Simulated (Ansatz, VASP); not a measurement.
# Two plane-wave programs on NaPS

```xyz
6
Lattice="3.5783 0.0000 0.0000 0.0000 3.5783 0.0000 0.0000 0.0000 9.4553" Properties=species:S:1:pos:R:3 pbc="T T T"
Na    0.0000    1.7891    0.0000
Na    1.7891    0.0000    4.7277
P     0.0000    0.0000    7.0915
P     0.0000    0.0000    2.3638
S     1.7891    1.7891    2.3638
S     1.7891    1.7891    7.0915
```

Alike in both runs: task relaxation of cell and atoms; functional PBE; k mesh 10 × 10 × 4; occupations gaussian, width 0.1 eV; no spin polarisation.

|  | VASP | Ansatz |
| --- | --- | --- |
| version | VASP 6.6.1 | Ansatz 0.2.0 |
| potentials or method | VASP PAW PBE potentials, release 64 (Na_pv, P, S), cutoff 600 eV | scalar-relativistic, plane waves, PAW |
| valence electrons in the cell | 36 | 40 |

|  | VASP | Ansatz | Ansatz less VASP |
| --- | --- | --- | --- |
| gap on the k mesh at the Fermi level, each at its own relaxed structure (eV) | none | none | - |
| relaxed volume (Å³/atom) | 20.10 | 20.11 | +0.008 |
| relaxed cell length with the largest relative difference (Å) | 3.572 | 3.573 | +0.0013 |

A gap of «none» marks a metal or a gap that the smearing closes. VASP's potentials hold 36 valence electrons a cell and Ansatz's 40, so a difference there can come from the potentials and not from the codes.

Noted on VASP's run: too few bands were computed for a metal, which touches its energy and stress.
